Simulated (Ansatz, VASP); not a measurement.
## Ge in VASP and in Ansatz

The input INCAR:

```
  PREC = Accurate
  ENCUT = 600
  EDIFF = 1E-6
  ISMEAR = -1
  SIGMA = 0.1
  LREAL = F
  LASPH = T
  NELM = 100
  ALGO = Normal
  ISIF = 3
  LWAVE = F
  LCHARG = F
  IBRION = 2
  NSW = 80
  EDIFFG = -0.01
```

The input KPOINTS:

```
Automatic mesh
0
Gamma
  13 13 13
```

Contents of POSCAR:

```
Ge
1.0
   -1.6879910177      1.6879910177      1.6879910177
    1.6879910177     -1.6879910177      1.6879910177
    1.6879910177      1.6879910177     -1.6879910177
Ge
1
Direct
    0.0000000000      0.0000000000      0.0000000000
```

Input for Ansatz:

```yaml
crystal:
  lattice:
    - [-1.6879910177, 1.6879910177, 1.6879910177]
    - [1.6879910177, -1.6879910177, 1.6879910177]
    - [1.6879910177, 1.6879910177, -1.6879910177]
  atoms:
    - { symbol: Ge, position: [0.0, 0.0, 0.0] }
hamiltonian:
  xc: lda
  pseudopotentials:
    kind: paw
    azcp:
      Ge: "pseudopotentials/Ge.paw.azcp"
basis:
  ecutwfc: 420
  fft_grid_basis: typed
kpoints:
  mp_grid: { grid: [13, 13, 13], shift: [0, 0, 0] }
magnetization:
  spin_polarized: false
scf:
  occupations: { method: fermi_dirac, width: 0.1 }
relax:
  max_steps: 60
  f_tol: 0.01
  cell: {}
output:
  write_density: true
  write_potential: true
  elf: true
  volumetric_format: npy
```

Alike in both runs: task relaxation of cell and atoms; functional LDA; k mesh 13 × 13 × 13; occupations fermi-dirac, width 0.1 eV; no spin polarisation.

```csv
,VASP,Ansatz
version,VASP 6.6.1,Ansatz 0.2.0
potentials or method,"VASP PAW LDA potentials, release 64 (Ge_d), cutoff 600 eV","plane waves (420 eV) with PAW, scalar-relativistic"
valence electrons in the cell,14,14
```

```tsv
	VASP	Ansatz	Ansatz less VASP
relaxed volume (Å³/atom)	17.91	17.91	+0.006
relaxed cell length with the largest relative difference (Å)	2.855	2.855	+0.0003
```

Ansatz warns that its potentials were made for another functional, while VASP's fit it. LDA's correlation is that of Perdew and Zunger in VASP and of Perdew and Wang (1992) in Ansatz.
